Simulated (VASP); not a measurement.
Runs of VASP 6.6.1 on ZnSe. The structure is that of space group F-43m (No. 216), or close to it. The cells are those of the table. 

| task | level | cell | k mesh | cutoff (eV) | smearing | mended | gap on the mesh (eV) | pressure (GPa) |
| --- | --- | --- | --- | --- | --- | --- | --- | --- |
| single point | PBE | a = 4.184 Å, angles 60.0°, 2 atoms | 8 × 8 × 8, shifted | 500 | methfessel-paxton 0.02 eV | yes | 1.27 | -4.2 |
| single point | PBE | a = 3.972 Å, angles 60.0°, 2 atoms | 8 × 8 × 8 | 520 | gaussian 0.01 eV | - | (b) | (d) |
| single point | PBE | a = 4.053 Å, angles 60.0°, 2 atoms | 8 × 8 × 8 | 520 | gaussian 0.02 eV | - | (c) | 0.2 |
| relaxation of cell and atoms | PBE | relaxed to 6 GPa from a = 4.054 Å, angles 60.0°, 2 atoms | 8 × 8 × 8 | 600 | gaussian 0.01 eV | - | 1.49 | 6.0 |
| single point | r2SCAN | a = 4.053 Å, angles 60.0°, 2 atoms | 10 × 10 × 10 | 550 | gaussian 0.02 eV | yes | (a) | -2.1 |
| single point | PBE | a = 3.938 Å, angles 60.0°, 2 atoms | 8 × 8 × 8 | 520 | gaussian 0.01 eV | - | 1.51 | 6.3 |

Alike in all rows: potentials or basis VASP PAW PBE potentials, release 64 (Zn, Se); no spin polarisation.

Question: Fill in the values left out.

Answer: (a) 1.72; (b) 1.40; (c) 1.16; (d) 4.3.

Caveats: the cell stands under pressure (at least some runs); the cell stands under tension (at least some runs); a shifted mesh leaves out Γ, where band edges can lie (at least some runs); the cell is relaxed towards a set pressure, so the run minimises the enthalpy, not the energy (at least some runs); the PAW data sets were made with another functional, which shifts forces and pressure a little (at least some runs).

A k mesh can miss the band edges, and the runs leave out spin-orbit coupling on Se.
